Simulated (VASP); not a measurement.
Sc2SnSe5:

```xyz
8
Lattice="6.5474 0.0000 0.0000 0.0000 6.5474 0.0000 0.0000 0.0000 5.9106" Properties=species:S:1:pos:R:3 pbc="T T T"
Sc    3.2737    0.0000    0.6065
Sc    0.0000    3.2737    0.6065
Sn    3.2737    3.2737    0.4702
Se    1.7292    0.0000    4.1925
Se    4.8182    0.0000    4.1925
Se    0.0000    1.7292    4.1925
Se    0.0000    4.8182    4.1925
Se    3.2737    3.2737    2.8961
```

The cell was generated, and may not be a known phase.

| Item | Value |
| --- | --- |
| Program | VASP 6.6.1 |
| Task | relaxation of cell and atoms |
| Functional | PBE |
| Potentials or basis | VASP PAW PBE potentials, release 64 (Sc_sv, Sn_d, Se) |
| Cutoff | 600 eV |
| k mesh | 2 × 2 × 2 |
| Occupations | gaussian, width 0.15 eV |
| Spin | no spin polarisation |

At the start: pressure -0.1 GPa; volume 31.67 Å³/atom.

Task: Where does the relaxation end?

Result: Over 30 steps the energy falls by 370.8 meV/atom and the volume is 31.26 Å³/atom (-1.3 %); space group P4mm (No. 99, to 0.1 Å) before and after.

The path:
```tsv
step	energy change (eV)	largest force (eV/Å)	pressure (GPa)	volume (Å³)
1	0.0000	2.2125	-0.13	253.38
2	-0.9949	0.9703	-1.78	252.35
3	-1.2723	0.5946	-1.62	251.45
4	-1.3083	0.7150	-1.20	251.04
5	-1.3111	0.7145	-1.01	250.89
6	-1.4846	1.2084	0.67	241.84
7	-1.5038	1.5202	1.61	237.82
8	-1.5807	1.4423	1.53	236.67
9	-1.7944	2.5659	1.61	233.09
10	-2.0143	5.5949	3.80	225.37
11	-2.0642	5.5543	3.88	225.14
12	-2.1927	5.3875	4.26	224.44
13	-2.2996	4.8160	5.78	222.92
14	-2.4346	3.9420	5.19	224.11
15	-2.7133	1.5873	3.64	227.70
16	-2.7948	2.3179	1.47	235.01
17	-2.8298	1.1511	2.06	232.58
18	-2.8301	1.0225	2.14	232.32
19	-2.8536	0.7962	1.76	233.66
20	-2.8945	0.1722	0.70	237.71
21	-2.8994	0.1232	0.24	239.59
22	-2.9079	0.1375	0.25	240.29
23	-2.9309	0.1741	0.25	242.36
24	-2.9605	0.2158	0.26	246.50
25	-2.9188	0.1678	0.37	254.73
26	-2.9643	0.2181	0.26	248.26
27	-2.9643	0.2180	0.26	248.43
28	-2.9658	0.1956	0.00	249.92
29	-2.9659	0.1327	0.05	249.61
30	-2.9665	0.0603	-0.04	250.08
```

Final structure:
```
Sc Sn Se
1.0
     7.31426    0.00000    0.00000
     0.00000    7.31426    0.00000
     0.00000    0.00000    4.67456
Sc Sn Se
2 1 5
Cartesian
  3.6571 0.0000 0.8028
  0.0000 3.6571 0.8028
  3.6571 3.6571 0.1100
  2.2807 0.0000 3.1760
  5.0336 0.0000 3.1760
  0.0000 2.2807 3.1760
  0.0000 5.0336 3.1760
  3.6571 3.6571 2.4647
```

Caveat: the k points lie up to 0.67 Å⁻¹ apart in the final cell, too coarse for converged energies and pressures of a metal; a cell axis changed by over 15 % at a fixed basis, so the end point is rough; the relaxation stopped at a loose force limit of 0.08 eV/Å, so its end isn't a converged minimum.
